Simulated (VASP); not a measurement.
Here is a VASP 6.6.1 calculation.

POSCAR

```
CdF2
1.0
    0.0000000000      2.6825809941      2.6825809941
    2.6825809941      0.0000000000      2.6825809941
    2.6825809941      2.6825809941      0.0000000000
Cd F
1 2
Direct
    0.0000000000      0.0000000000      0.0000000000
    0.2500000000      0.2500000000      0.2500000000
    0.7500000000      0.7500000000      0.7500000000
```

File INCAR.step1:

```
PREC = Accurate
ENCUT = 520
EDIFF = 1E-5
ISMEAR = 0
SIGMA = 0.01
LREAL = False
LASPH = True
NELM = 120
ALGO = Normal
ISIF = 2
LWAVE = True
NBANDS = 24
GGA = PE
GGA_COMPAT = False
```

The input INCAR.step2:

```
PREC = Accurate
ENCUT = 520
EDIFF = 1E-6
ISMEAR = 0
SIGMA = 0.01
LREAL = False
LASPH = True
NELM = 120
ALGO = Normal
ISIF = 2
LWAVE = False
LCHARG = True
GGA = PE
LHFCALC = True
AEXX = 1.0
HFSCREEN = 0.5
PRECFOCK = Normal
LELF = True
LVHAR = True
NBANDS = 24
ISTART = 1
ALDAC = 1.0
AGGAC = 1.0
GGA_COMPAT = False
```

File KPOINTS:

```
Automatic mesh
0
Gamma
  4 4 4
```

Potentials or basis: VASP PAW PBE potentials, release 64 (Cd_sv_GW, F).

Launch:

```sh
$ cat potpaw_PBE.64/Cd_sv_GW/POTCAR potpaw_PBE.64/F/POTCAR > POTCAR
$ cp INCAR.step1 INCAR
$ mpirun -np 1 vasp_std > vasp.out
$ cp INCAR.step2 INCAR
$ mpirun -np 1 vasp_std > vasp.out
```

Problem. Predict the pressure.

Solution. -5.7 GPa.

Problem. Predict the band gap on the k mesh.

Solution. 9.05 eV (least direct gap 9.78 eV).

Caveat: the k points lie up to 0.51 Å⁻¹ apart; the PAW data sets were made with another functional, which shifts forces and pressure a little. A k mesh can miss the band edges.
